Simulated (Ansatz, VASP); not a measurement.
Al6O: VASP beside Ansatz

```xyz
7
Lattice="2.8544 0.0000 0.0000 -1.4272 2.4720 0.0000 0.0000 0.0000 14.4149" Properties=species:S:1:pos:R:3 pbc="T T T"
Al    1.4272    0.8240    6.0439
Al    0.0000    1.6480    8.3710
Al    1.4272    0.8240   12.9735
Al    0.0000    1.6480    1.4414
Al    0.0000    0.0000    3.7499
Al    0.0000    0.0000   10.6650
O     0.0000    0.0000    0.0000
```

Alike in both runs: functional PBE; k mesh 12 × 12 × 2; occupations gaussian, width 0.1 eV; no spin polarisation.

Ansatz relaxed the structure, and its values are those at the end. VASP's run is a single point on that final structure, the one shown.

|  | VASP | Ansatz |
| --- | --- | --- |
| version | VASP 6.6.1 | Ansatz 0.2.0 |
| potentials or method | VASP PAW PBE potentials, release 64 (Al, O), cutoff 520 eV | scalar-relativistic, plane waves, PAW |
| valence electrons in the cell | 24 | 24 |

```csv
,VASP,Ansatz,Ansatz less VASP
gap on the k mesh at the Fermi level (eV),none,none,-
pressure (GPa),0.0,0.0,+0.06
```

A gap of «none» marks a metal or a gap that the smearing closes.
